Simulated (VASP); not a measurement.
Input of a VASP 6.6.1 run:

The input INCAR:

```
SYSTEM = Mo6F
PREC     = Accurate       ! precision mode
ENCUT    = 520            ! plane-wave cutoff, eV
EDIFF    = 1E-6           ! SCF threshold, eV
ISMEAR   = 0              ! smearing method
SIGMA    = 0.1            ! smearing width, eV
LREAL    = .False.        ! projectors in reciprocal space
LASPH    = .True.         ! aspherical terms in the spheres
NELM     = 60             ! most SCF steps
ALGO     = Normal         ! electronic algorithm
ISIF     = 2              ! what is computed and relaxed
LWAVE    = .False.        ! write WAVECAR
LCHARG   = .False.        ! write CHGCAR
LDIPOL   = .True.       
IDIPOL   = 3            
DIPOL    = 0.5 0.5 0.342
GGA      = PE             ! functional
NBANDS   = 54             ! bands
```

The input KPOINTS:

```
Automatic mesh
0
Gamma
  6 6 1
  0 0 0
```

Contents of POSCAR:

```
Mo6F
1.0
    4.4695765307      0.0000000000      0.0000000000
   -2.2347882654      3.8707668198      0.0000000000
    0.0000000000      0.0000000000     19.7595667302
Mo F
6 1
Direct
    0.6666666667      0.3333333333      0.2024335885
    0.3333333333      0.6666666667      0.2486060831
    0.0000000000      0.0000000000      0.2947785778
    0.6666666667      0.3333333333      0.3368821123
    0.3333333333      0.6666666667      0.3779725567
    0.0000000000      0.0000000000      0.4180034331
    0.0000000000      0.0000000000      0.5137482172
```

Potentials or basis: VASP PAW PBE potentials, release 64 (Mo_sv, F).

Launch:

```bash
$ cat potpaw_PBE.64/Mo_sv/POTCAR potpaw_PBE.64/F/POTCAR > POTCAR
$ mpirun -np 1 vasp_std > vasp.out
```

(1) Predict the band gap on the k mesh.

(2) What does it give for the largest force?

## Answers

(1) zero (an odd number of electrons rules out a gap without spin polarisation).

(2) 2.885 eV/Å.

Caveat: an odd number of electrons without spin polarisation forces a metal; a magnetic or distorted state may lie lower.
